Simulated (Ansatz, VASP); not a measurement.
**BH3 in VASP and in Ansatz**

Contents of INCAR:

```
  ALGO = Normal
  DIPOL = 0.5 0.5 0.642
  EDIFF = 1E-6
  ENCUT = 420
  GGA = PE
  GGA_COMPAT = False
  IDIPOL = 3
  ISIF = 2
  ISMEAR = 0
  IVDW = 12
  LASPH = True
  LCHARG = True
  LDIPOL = True
  LELF = True
  LREAL = False
  LVACPOTAV = True
  LVHAR = True
  LWAVE = False
  NBANDS = 16
  NELM = 120
  NELMDL = -8
  PREC = Accurate
  SIGMA = 0.05
```

KPOINTS

```
k-points
0
Gamma
  2 2 1
```

File POSCAR:

```
BH3
1.0
    7.6671877233      0.0000000000      0.0000000000
    0.0000000000      7.6671877233      0.0000000000
    0.0000000000      0.0000000000     31.0057005398
B H
2 6
Direct
    0.1613727729      0.3761122600      0.6622866650
    0.2895650165      0.2774374562      0.6222679874
    0.1685165122      0.2138230421      0.6482494703
    0.2780027286      0.4409211243      0.6353438640
    0.0217125255      0.4350736820      0.6532468050
    0.2178322697      0.3825338609      0.6981954533
    0.2372183857      0.2683938717      0.5859462095
    0.4284033107      0.2195900114      0.6323215224
```

Input for Ansatz:

```yaml
crystal:
  lattice:
    - [7.6671877233, 0.0, 0.0]
    - [0.0, 7.6671877233, 0.0]
    - [0.0, 0.0, 31.0057005398]
  atoms:
    - { symbol: B, position: [0.1613727729, 0.37611226, 0.662286665] }
    - { symbol: B, position: [0.2895650165, 0.2774374562, 0.6222679874] }
    - { symbol: H, position: [0.1685165122, 0.2138230421, 0.6482494703] }
    - { symbol: H, position: [0.2780027286, 0.4409211243, 0.635343864] }
    - { symbol: H, position: [0.0217125255, 0.435073682, 0.653246805] }
    - { symbol: H, position: [0.2178322697, 0.3825338609, 0.6981954533] }
    - { symbol: H, position: [0.2372183857, 0.2683938717, 0.5859462095] }
    - { symbol: H, position: [0.4284033107, 0.2195900114, 0.6323215224] }
basis:
  ecutwfc: 420
kpoints:
  mp_grid: { grid: [2, 2, 1] }
hamiltonian:
  xc: pbe
  dispersion: d3bj
scf:
  occupations: { method: gaussian, width: 0.05 }
output:
  forces: true
  eigenvalues: true
  write_density: true
  volumetric_format: npy
efield:
  axis: 3
  dipole_correction: true
  ramp_width: 0.04
```

Alike in both runs: task single point; functional PBE; dispersion D3(BJ); k mesh 2 × 2 × 1; occupations gaussian, width 0.05 eV; no spin polarisation.

|  | VASP | Ansatz |
| --- | --- | --- |
| version | VASP 6.6.1 | Ansatz 0.2.0 |
| potentials or method | VASP PAW PBE potentials, release 64 (B, H), cutoff 420 eV | scalar-relativistic, plane waves, PAW |
| valence electrons in the cell | 12 | 12 |

VASP gave:

```
gap on the k mesh at the Fermi level (eV) : 5.78
rms of the force components (eV/Å)        : 0.017
```

What did Ansatz give for the same quantities?

gap on the k mesh at the Fermi level (eV): 5.78; rms of the force components (eV/Å): 0.018.

Atom by atom the forces differ by 0.009 eV/Å (rms over components).
